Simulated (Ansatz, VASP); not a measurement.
Two plane-wave programs on CdSbRhF

```xyz
8
Lattice="4.2181 0.0000 0.0000 0.0000 4.2181 0.0000 0.0000 0.0000 8.9720" Properties=species:S:1:pos:R:3 pbc="T T T"
Rh    1.0545    1.0545    3.2178
Rh    3.1636    3.1636    5.7542
Cd    1.0545    3.1636    0.0000
Cd    3.1636    1.0545    0.0000
Sb    1.0545    1.0545    7.3110
Sb    3.1636    3.1636    1.6611
F     1.0545    3.1636    4.4860
F     3.1636    1.0545    4.4860
```

Alike in both runs: task single point; functional PBE; k mesh 8 × 8 × 4; occupations gaussian, width 0.2323 eV; no spin polarisation.

```csv
,VASP,Ansatz
version,VASP 6.6.1,Ansatz 0.2.0
potentials or method,"VASP PAW PBE potentials, release 64 (Rh_pv, Cd, Sb, F), cutoff 520 eV",PAW plane waves
valence electrons in the cell,78,118
```

VASP gave:

| Property | Result |
| --- | --- |
| pressure (GPa) | 4.8 |
| traceless stress, the component that is largest in VASP (GPa) | 2.20 |
| rms of the force components (eV/Å) | 1.399 |

**Question.** What did Ansatz give for the same quantities?

**Answer.** Pressure (GPa): 4.6; traceless stress, the component that is largest in VASP (GPa): 2.24; rms of the force components (eV/Å): 1.378.

Atom by atom the forces differ by 0.021 eV/Å (rms over components). The functional is the same, so the differences come from potentials, cutoffs and numerics. VASP's potentials hold 78 valence electrons a cell and Ansatz's 118, so a difference there can come from the potentials and not from the codes.

Neither program's run includes spin-orbit coupling.
